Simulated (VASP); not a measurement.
Here is a VASP 6.6.1 calculation.

File INCAR:

```
SYSTEM = Ni
ALGO = Normal
EDIFF = 1E-7
ENCUT = 520
ISIF = 2
ISMEAR = 0
ISPIN = 2
LASPH = .TRUE.
LCHARG = .FALSE.
LMAXMIX = 4
LORBIT = 11
LREAL = .FALSE.
LWAVE = .FALSE.
MAGMOM = 1
NBANDS = 15
NELM = 150
NUPDOWN = 1.0
PREC = Accurate
SIGMA = 0.15
```

The input KPOINTS:

```
k-points
0
G
  24 24 24
  0 0 0
```

File POSCAR:

```
Ni
1.0
    0.0000000000      1.8091101921      1.8091101921
    1.8091101921      0.0000000000      1.8091101921
    1.8091101921      1.8091101921      0.0000000000
Ni
1
Direct
    0.0000000000      0.0000000000      0.0000000000
```

Potentials or basis: VASP PAW LDA potentials, release 64 (Ni).

Run with:

```sh
$ cat potpaw_LDA.64/Ni/POTCAR > POTCAR
$ mpirun -np 1 vasp_std > vasp.out
```

Problem. Estimate the pressure.

Solution. -25.2 GPa.

Caveat: the cell stands under tension; the total moment is fixed, so each spin has its own Fermi level.
